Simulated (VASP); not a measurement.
Input of a VASP 6.6.1 run:

File INCAR:

```
SYSTEM = Hf
PREC = Accurate ; ENCUT = 520
EDIFF = 1E-6 ; ISMEAR = 0
SIGMA = 0.15 ; LREAL = .False.
LASPH = .True. ; NELM = 60
ALGO = Fast ; ISIF = 2
LWAVE = .False. ; LCHARG = .False.
GGA = PS ; NBANDS = 11
```

File KPOINTS:

```
Automatic mesh
0
Gamma
  18 18 18
  0 0 0
```

POSCAR

```
Hf
1.0
   -1.8320750000      1.8320750000      1.7508500000
    1.8320750000     -1.8320750000      1.7508500000
    1.8320750000      1.8320750000     -1.7508500000
Hf
1
Direct
    0.0000000000      0.0000000000      0.0000000000
```

Potentials or basis: VASP PAW PBE potentials, release 64 (Hf_pv).

The run is started by

```sh
$ cat potpaw_PBE.64/Hf_pv/POTCAR > POTCAR
$ mpirun -np 1 vasp_std > vasp.out
```

Task: What does it give for the band gap on the k mesh?

Result: Zero (bands 5 and 6 overlap by 1.99 eV).

Task: Estimate the pressure.

Result: -9.2 GPa.

Stress tensor (GPa, compression positive):
```
 -8.34   0.00   0.00
  0.00  -8.34   0.00
  0.00   0.00 -10.88
```

Caveat: the cell differs from its parent crystal (strain +0.015 along x and y, -0.030 along z); the cell stands under tension; the PAW data sets were made with another functional, which shifts forces and pressure a little; spin-orbit coupling is left out, which moves the levels of the heavy elements.
